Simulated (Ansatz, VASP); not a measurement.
## Two plane-wave programs on Nb

```
Nb
1.0
    -1.66395    1.66395    1.66395
     1.66395   -1.66395    1.66395
     1.66395    1.66395   -1.66395
Nb
1
Direct
  0.00000 0.00000 0.00000
```

Alike in both runs: task relaxation of cell and atoms; functional HSE06; k mesh 6 × 6 × 6; occupations fermi-dirac, width 0.05 eV; no spin polarisation.

|  | VASP | Ansatz |
| --- | --- | --- |
| version | VASP 6.6.1 | Ansatz 0.2.0 |
| potentials or method | VASP PAW PBE potentials, release 64 (Nb_sv) | Ansatz PAW |
| plane-wave cutoff (eV) | 500 | 420 |
| valence electrons in the cell | 13 | 13 |

```tsv
	VASP	Ansatz	Ansatz less VASP
gap on the k mesh at the Fermi level, each at its own relaxed structure (eV)	none	none	-
relaxed volume (Å³/atom)	17.39	17.43	+0.044
relaxed length of the cell vector where the two differ most in proportion (Å)	2.827	2.829	+0.0024
```

A gap of «none» marks a metal or a gap that the smearing closes.

The k mesh is coarse, so the values compare programs but aren't converged. Noted on Ansatz's run: the plane-wave basis is chosen anew once the cell has moved, so the energies of steps on either side of that aren't comparable.
